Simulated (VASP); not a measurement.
A run of VASP 6.6.1 is set up as follows.

Contents of INCAR:

```
PREC = Accurate
ENCUT = 520
EDIFF = 1E-6
ISMEAR = 0
SIGMA = 0.15
LREAL = F
LASPH = T
NELM = 100
ALGO = Fast
ISIF = 2
LWAVE = F
LCHARG = F
GGA = PE
NBANDS = 12
```

Contents of KPOINTS:

```
regular mesh
0
Gamma
  22 22 22
```

File POSCAR:

```
Zn
1.0
   -0.4714549721      1.6878807781      1.6878807781
    1.6878807781     -0.4714549721      1.6878807781
    1.6878807781      1.6878807781     -0.4714549721
Zn
1
Direct
    0.0000000000      0.0000000000      0.0000000000
```

Potentials or basis: VASP PAW PBE potentials, release 64 (Zn).

The run is started by

```bash
$ cat potpaw_PBE.64/Zn/POTCAR > POTCAR
$ mpirun -np 1 vasp_std > vasp.out
```

Task: What does it give for the pressure?

Result: 23.9 GPa.

Task: What does it give for the band gap on the k mesh?

Result: Zero (bands 6 and 7 overlap by 5.08 eV).

Stress tensor (GPa, compression positive):
```
23.94  6.59  6.59
 6.59 23.94  6.59
 6.59  6.59 23.94
```

Caveat: the cell stands under pressure.
